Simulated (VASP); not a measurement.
Re: elastic constants with LDA

The system is Re.

```
Re
1.0
     2.76080    0.00000    0.00000
    -1.38040    2.39092    0.00000
     0.00000    0.00000    4.45820
Re
2
Direct
  0.66667 0.33333 0.75000
  0.33333 0.66667 0.25000
```

* Program: VASP 6.6.1
* Task: elastic constants
* Functional: LDA
* Potentials or basis: VASP PAW LDA potentials, release 64 (Re)
* Cutoff: 600 eV
* k mesh: 8 × 8 × 5
* Occupations: fermi-dirac, width 0.05 eV
* Spin: no spin polarisation
* Dipole correction: no
* Ions in elastic constants: relaxed
* Further INCAR settings: ALGO = Normal; EDIFF = 1e-08; IBRION = 6; POTIM = 0.015; NSW = 1; ISIF = 3

```json
{
 "Voigt bulk modulus": "383 GPa",
 "Highest phonon frequency at Γ": "123 cm⁻¹"
}
```

Phonon frequencies in cm⁻¹ (negative: imaginary):
```tsv
q point	frequencies
(0.000, 0.000, 0.000)	0 0 0 115 115 123
```

Elastic tensor in Voigt notation (GPa, in the Cartesian axes of the cell as first typed):
```
688 252 199   0   0   0
252 688 199   0   0   0
199 199 768   0   0   0
  0   0   0 179   0   0
  0   0   0   0 179   0
  0   0   0   0   0 218
```

Clamped-ion elastic tensor (GPa):
```
691 249 199   0   0   0
249 691 199   0   0   0
199 199 768   0   0   0
  0   0   0 179   0   0
  0   0   0   0 179   0
  0   0   0   0   0 221
```

It took 4.2 min on 1 thread of Intel(R) Xeon(R) Platinum 8259CL CPU @ 2.50GHz (Skylake/Cascade Lake), on a shared host, peak memory 0.22 GiB.

Caveat: the cell is under stress, which shifts elastic constants.
